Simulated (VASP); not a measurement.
**SiC: relaxation of the atoms with LDA**

The system is SiC.

```xyz
4
Lattice="2.9724 0.0000 0.0000 -1.4862 2.5742 0.0000 0.0000 0.0000 4.8786" Properties=species:S:1:pos:R:3 pbc="T T T"
Si    0.0000    1.7161    0.0225
Si    1.4862    0.8581    2.4618
C     0.0000    1.7161    1.8558
C     1.4862    0.8581    4.2951
```

```json
{
  "Program": "VASP 6.6.1",
  "Task": "relaxation of the atoms",
  "Functional": "LDA",
  "Potentials or basis": "VASP PAW LDA potentials, release 64 (Si, C)",
  "Cutoff": "520 eV",
  "k mesh": "12 × 12 × 6",
  "Occupations": "gaussian, width 0.05 eV",
  "Spin": "no spin polarisation",
  "Dipole correction": "no",
  "Further INCAR settings": "ALGO = Normal; EDIFF = 1e-07; IBRION = 2; EDIFFG = -0.01; NSW = 50"
}
```

```json
{
 "Energy gained by relaxing": "0.0 meV/atom",
 "Ionic steps": "3",
 "Pressure after relaxing": "23.0 GPa",
 "Band gap on the k mesh": "1.96 eV (least direct gap 4.08 eV)"
}
```

Stress tensor (GPa, compression positive):
```
23.20  0.00  0.00
 0.00 23.20  0.00
 0.00  0.00 22.74
```

Final structure:
```
CELL_PARAMETERS angstrom
2.97238 0.00000 0.00000
-1.48619 2.57415 0.00000
0.00000 0.00000 4.87861
ATOMIC_POSITIONS crystal
Si 0.33333 0.66667 0.00468
Si 0.66667 0.33333 0.50468
C 0.33333 0.66667 0.38032
C 0.66667 0.33333 0.88032
```

Levels at points of the mesh, in eV from the valence-band top:
```tsv
k point	band 5	band 6	band 7	band 8	band 9	band 10	band 11	band 12
(0.00, 0.00, 0.00)	-1.36	-0.12	0.00	0.00	5.65	7.18	7.18	7.26
(0.50, 0.00, 0.00)	-5.81	-3.62	-3.53	-1.22	2.85	4.23	7.44	7.60
(0.00, 0.00, 0.50)	-0.73	-0.73	-0.73	-0.73	6.72	6.72	7.81	7.81
(0.50, 0.00, 0.50)	-2.59	-2.59	-2.44	-2.44	3.42	3.42	5.61	5.61
```

It took 22 s on 1 thread of Intel(R) Xeon(R) Platinum 8488C (Sapphire Rapids) (shared host), peak memory 0.15 GiB.

A k mesh can miss the band edges. As with any semilocal functional, this LDA gap is likely too small.
